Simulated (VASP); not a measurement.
**MgO: single point with PBEsol**

The system is MgO.

```xyz
2
Lattice="0.0000 1.8867 1.8867 1.8867 0.0000 1.8867 1.8867 1.8867 0.0000" Properties=species:S:1:pos:R:3 pbc="T T T"
Mg    0.0000    0.0000    0.0000
O     1.8867    1.8867    1.8867
```

```
Program                : VASP 6.6.1
Task                   : single point
Functional             : PBEsol
Potentials or basis    : VASP PAW PBE potentials, release 64 (Mg, O)
Cutoff                 : 600 eV
k mesh                 : 10 × 10 × 10
Occupations            : gaussian, width 0.01 eV
Spin                   : no spin polarisation
Dipole correction      : no
Further INCAR settings : ALGO = Normal; EDIFF = 1e-06; NBANDS = 11
```

```
Pressure               : 104.8 GPa
Band gap on the k mesh : 8.56 eV
```

Levels at points of the mesh, in eV from the valence-band top:
| k point | band 1 | band 2 | band 3 | band 4 | band 5 | band 6 | band 7 | band 8 | band 9 |
| --- | --- | --- | --- | --- | --- | --- | --- | --- | --- |
| (0.00, 0.00, 0.00) | -19.28 | 0.00 | 0.00 | 0.00 | 8.56 | 17.39 | 17.39 | 17.39 | 22.21 |
| (0.50, 0.00, 0.00) | -16.90 | -6.39 | -1.16 | -1.16 | 10.01 | 16.47 | 19.81 | 19.81 | 26.48 |
| (0.50, 0.50, 0.00) | -16.56 | -5.67 | -1.88 | -1.88 | 9.03 | 13.97 | 16.89 | 24.48 | 24.48 |

It took 4.6 s on 1 thread of Intel(R) Xeon(R) Platinum 8559C (Emerald Rapids), with other jobs on the host, peak memory 0.14 GiB.

Caveat: the cell stands under pressure; the PAW data sets were made with another functional, which shifts forces and pressure a little. A k mesh can miss the band edges.
